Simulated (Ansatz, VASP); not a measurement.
One calculation of Ni3Ge, two programs

File INCAR:

```
ALGO = Fast
EDIFF = 1E-7
ENCUT = 520
GGA = PS
ISIF = 2
ISMEAR = 0
LASPH = T
LCHARG = F
LREAL = F
LWAVE = F
NBANDS = 30
NELM = 60
PREC = Accurate
SIGMA = 0.15
```

Contents of KPOINTS:

```
k-points
0
Gamma
  14 14 14
```

POSCAR

```
Ni3Ge
1.0
    3.5249142772      0.0176245714      0.0000000000
    0.0176245714      3.5249142772      0.0000000000
    0.0000000000      0.0000000000      3.5249142772
Ni Ge
3 1
Direct
    0.5000000000      0.0000000000      0.5000000000
    0.0000000000      0.5000000000      0.5000000000
    0.5000000000      0.5000000000      0.0000000000
    0.0000000000      0.0000000000      0.0000000000
```

Input for Ansatz:

```yaml
crystal:
  lattice:
    - [3.5249142772, 0.0176245714, 0.0]
    - [0.0176245714, 3.5249142772, 0.0]
    - [0.0, 0.0, 3.5249142772]
  atoms:
    - { symbol: Ni, position: [0.5, 0.0, 0.5] }
    - { symbol: Ni, position: [0.0, 0.5, 0.5] }
    - { symbol: Ni, position: [0.5, 0.5, 0.0] }
    - { symbol: Ge, position: [0.0, 0.0, 0.0] }
basis:
  ecutwfc: 420
kpoints:
  mp_grid: { grid: [14, 14, 14] }
hamiltonian:
  xc: pbesol
scf:
  occupations: { method: gaussian, width: 0.15 }
output:
  forces: true
  stress: true
  eigenvalues: true
```

Change from the starting cell: strain +0.0100 x Voigt [0, 0, 0, 0, 0, 1], atoms carried along.

Alike in both runs: task single point; functional PBEsol; k mesh 14 × 14 × 14; occupations gaussian, width 0.15 eV; no spin polarisation.

|  | VASP | Ansatz |
| --- | --- | --- |
| version | VASP 6.6.1 | Ansatz 0.2.0 |
| potentials or method | VASP PAW PBE potentials, release 64 (Ni, Ge_d), cutoff 520 eV | scalar-relativistic, plane waves, PAW |
| valence electrons in the cell | 44 | 68 |

|  | VASP | Ansatz | Ansatz less VASP |
| --- | --- | --- | --- |
| gap on the k mesh at the Fermi level (eV) | none | none | - |
| pressure (GPa) | 0.3 | 0.0 | -0.21 |
| traceless stress, the component that is largest in VASP (GPa) | -1.21 | -1.22 | -0.005 |

VASP's potentials were made for PBE, not for PBEsol. A gap of «none» marks a metal or a gap that the smearing closes. VASP's potentials hold 44 valence electrons a cell and Ansatz's 68, so a difference there can come from the potentials and not from the codes.
